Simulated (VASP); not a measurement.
Runs of VASP 6.6.1 on KI. The structure is that of space group Fm-3m (No. 225), or close to it. The cells are those of the table. 

| level | cell | k mesh | smearing | gap on the mesh (eV) | pressure (GPa) |
| --- | --- | --- | --- | --- | --- |
| r2SCAN | a = 5.063 Å, angles 60.0°, 2 atoms | 6 × 6 × 6 | gaussian 0.01 eV | 4.51 | -0.3 |
| r2SCAN | a = 4.963, b = 4.963, c = 5.012 Å, angles 59.7, 59.7, 60.7°, 2 atoms | 6 × 6 × 6 | gaussian 0.01 eV | 4.63 | 0.3 |
| r2SCAN | a = 5.113 Å, angles 58.7°, 2 atoms | 6 × 6 × 6 | gaussian 0.01 eV | (a) | -0.3 |
| PBE | a = 4.963, b = 4.963, c = 5.012 Å, angles 59.7, 59.7, 60.7°, 2 atoms | 4 × 4 × 4 | gaussian 0.01 eV | 3.98 | 0.8 |
| PBE | a = 5.063 Å, angles 60.0°, 2 atoms | 6 × 6 × 6 | fermi-dirac 0.02 eV | (b) | 0.1 |

Alike in all rows: task single point; potentials or basis VASP PAW PBE potentials, release 64 (K_sv, I); no spin polarisation; cutoff (eV) 520.

Q: Fill in the values left out.

A: (a) 4.48; (b) 3.87.

Caveats: spin-orbit coupling is left out, which moves the levels of the heavy elements; the PAW data sets were made with another functional, which shifts forces and pressure a little (some runs).

A k mesh can miss the band edges, and the runs leave out spin-orbit coupling on I.
